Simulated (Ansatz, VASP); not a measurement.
# CsBa in VASP and in Ansatz

File INCAR:

```
SYSTEM = CsBa
ALGO     = Fast           ! electronic algorithm
EDIFF    = 1E-6           ! SCF threshold, eV
EDIFFG   = -0.01          ! ionic threshold
ENCUT    = 600            ! plane-wave cutoff, eV
GGA      = PE             ! functional
IBRION   = 2              ! ionic algorithm
ISIF     = 3              ! what is computed and relaxed
ISMEAR   = 0              ! smearing method
LASPH    = .True.         ! aspherical terms in the spheres
LCHARG   = .False.        ! write CHGCAR
LREAL    = .False.        ! projectors in reciprocal space
LWAVE    = .False.        ! write WAVECAR
NELM     = 60             ! most SCF steps
NSW      = 100            ! ionic steps
PREC     = Accurate       ! precision mode
SIGMA    = 0.1            ! smearing width, eV
```

The input KPOINTS:

```
k-points
0
Gamma
  12 12 8
  0 0 0
```

POSCAR

```
CsBa
1.0
    4.4741538445      0.0000000000      0.0000000000
    0.0000000000      4.4741538445      0.0000000000
    0.0000000000      0.0000000000      7.7552292294
Cs Ba
1 1
Direct
    0.5000000000      0.5000000000      0.5000000000
    0.0000000000      0.0000000000      0.0000000000
```

Input for Ansatz:

```yaml
crystal:
  lattice:
    - [4.4741538445, 0.0, 0.0]
    - [0.0, 4.4741538445, 0.0]
    - [0.0, 0.0, 7.7552292294]
  atoms:
    - { symbol: Cs, position: [0.5, 0.5, 0.5] }
    - { symbol: Ba, position: [0.0, 0.0, 0.0] }
basis:
  ecutwfc: 420
kpoints:
  mp_grid: { grid: [12, 12, 8] }
hamiltonian:
  xc: pbe
scf:
  occupations: { method: gaussian, width: 0.1 }
output:
  forces: true
  stress: true
  eigenvalues: true
relax:
  adjacent_minimum: "off"
  f_tol: 0.01
  max_steps: 80
  cell: { stress_tol: 0.05 }
```

Alike in both runs: task relaxation of cell and atoms; functional PBE; k mesh 12 × 12 × 8; occupations gaussian, width 0.1 eV; no spin polarisation.

```csv
,VASP,Ansatz
version,VASP 6.6.1,Ansatz 0.2.0
potentials or method,"VASP PAW PBE potentials, release 64 (Cs_sv, Ba_sv), cutoff 600 eV","scalar-relativistic, plane waves, PAW"
valence electrons in the cell,19,19
```

|  | VASP | Ansatz | Ansatz less VASP |
| --- | --- | --- | --- |
| gap on the k mesh at the Fermi level, each at its own relaxed structure (eV) | none | none | - |
| relaxed volume (Å³/atom) | 82.90 | 82.50 | -0.397 |
| relaxed length of the cell vector where the two differ most in proportion (Å) | 4.599 | 4.588 | -0.0109 |

A gap of «none» marks a metal or a gap that the smearing closes.

Spin-orbit coupling is off throughout.
